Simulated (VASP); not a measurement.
The system is AlNi.

```
Al Ni
1.0
     1.93869   -1.95319    0.00000
     1.93869    1.95319    0.00000
     0.00000    0.00000    3.09943
Al Ni
1 1
Direct
  0.00000 0.00000 0.00000
  0.50000 0.50000 0.50000
```

* Program: VASP 6.6.1
* Task: relaxation of cell and atoms
* Functional: LDA
* Potentials or basis: VASP PAW LDA potentials, release 64 (Al, Ni)
* Cutoff: 600 eV
* k mesh: 16 × 16 × 14
* Occupations: gaussian, width 0.1 eV
* Spin: no spin polarisation

At the start: pressure -4.9 GPa; volume 11.74 Å³/atom.

Problem. How do energy, volume and symmetry change on relaxing?

Solution. Over 11 steps the energy falls by 28.6 meV/atom and the volume is 11.38 Å³/atom (-3.0 %); space group P4/mmm (No. 123, to 0.1 Å) before, Pm-3m (No. 221, to 0.1 Å).

Step by step:
```
step  energy change (eV)  largest force (eV/Å)  pressure (GPa)  volume (Å³)
   1              0.0000                0.0000           -4.90        23.47
   2             -0.0185                0.0000            4.68        22.27
   3             -0.0208                0.0000            2.12        22.56
   4             -0.0377                0.0000            1.63        22.60
   5             -0.0523                0.0000            1.30        22.63
   6             -0.0559                0.0000            1.18        22.63
   7             -0.0559                0.0000            1.05        22.63
   8             -0.0561                0.0000           -1.65        22.97
   9             -0.0571                0.0000           -0.35        22.81
  10             -0.0572                0.0000            0.25        22.74
  11             -0.0572                0.0000            0.03        22.76
```

Final structure:
```
Al Ni
1.0
     2.00082   -2.00084    0.00000
     2.00082    2.00084    0.00000
     0.00000    0.00000    2.84239
Al Ni
1 1
Direct
  0.00000 0.00000 0.00000
  0.50000 0.50000 0.50000
```
